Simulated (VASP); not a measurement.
A run of VASP 6.6.1 is set up as follows.

Contents of INCAR:

```
SYSTEM = SnO2
ALGO = Normal
EDIFF = 1E-6
EDIFFG = -0.005
ENCUT = 600
GGA = PE
IBRION = 2
ISIF = 3
ISMEAR = -1
LASPH = .True.
LCHARG = .False.
LREAL = .False.
LWAVE = .False.
NELM = 100
NSW = 60
PREC = Accurate
SIGMA = 0.08
```

The input KPOINTS:

```
k-points
0
Gamma
  12 12 12
  0 0 0
```

The input POSCAR:

```
SnO2
1.0
    0.0000000000      2.4662120743      2.4662120743
    2.4662120743      0.0000000000      2.4662120743
    2.4662120743      2.4662120743      0.0000000000
Sn O
1 2
Direct
    0.0000000000      0.0000000000      0.0000000000
    0.2500000000      0.2500000000      0.2500000000
    0.7500000000      0.7500000000      0.7500000000
```

Potentials or basis: VASP PAW PBE potentials, release 64 (Sn_d, O).

Run with:

```console
$ cat potpaw_PBE.64/Sn_d/POTCAR potpaw_PBE.64/O/POTCAR > POTCAR
$ mpirun -np 1 vasp_std > vasp.out
```

**Question.** What does it give for the space group after relaxing (to 0.05 Å)?

**Answer.** Fm-3m (No. 225).

**Question.** Predict the band gap on the k mesh.

**Answer.** Zero (band 13 reaches 7.35 eV, above the bottom of band 14 at 7.17 eV).

**Question.** Estimate the relaxed cell.

**Answer.** a = 3.640 Å, b = 3.640 Å, c = 3.640 Å, α = 60.00°, β = 60.00°, γ = 60.00°.

Step by step:
| step | energy change (eV) | largest force (eV/Å) | pressure (GPa) | volume (Å³) |
| --- | --- | --- | --- | --- |
| 1 | 0.0000 | 0.0000 | 32.55 | 30.00 |
| 2 | 0.0256 | 0.0000 | -19.48 | 39.72 |
| 3 | -0.3679 | 0.0000 | -0.72 | 34.24 |
| 4 | -0.3682 | 0.0000 | -0.14 | 34.13 |
| 5 | -0.3682 | 0.0000 | 0.42 | 34.05 |
| 6 | -0.3682 | 0.0000 | 0.37 | 34.05 |
| 7 | -0.3682 | 0.0000 | 0.31 | 34.05 |
| 8 | -0.3682 | 0.0000 | 0.29 | 34.05 |
| 9 | -0.3682 | 0.0000 | 0.29 | 34.05 |
| 10 | -0.3682 | 0.0000 | 0.30 | 34.05 |
| 11 | -0.3682 | 0.0000 | 0.30 | 34.05 |
| 12 | -0.3682 | 0.0000 | 0.31 | 34.06 |
| 13 | -0.3682 | 0.0000 | 0.26 | 34.06 |
| 14 | -0.3682 | 0.0000 | 0.25 | 34.07 |
| 15 | -0.3682 | 0.0000 | 0.13 | 34.08 |
| 16 | -0.3682 | 0.0000 | 0.02 | 34.10 |

Caveat: spin-orbit coupling is left out, which moves the levels of the heavy elements.
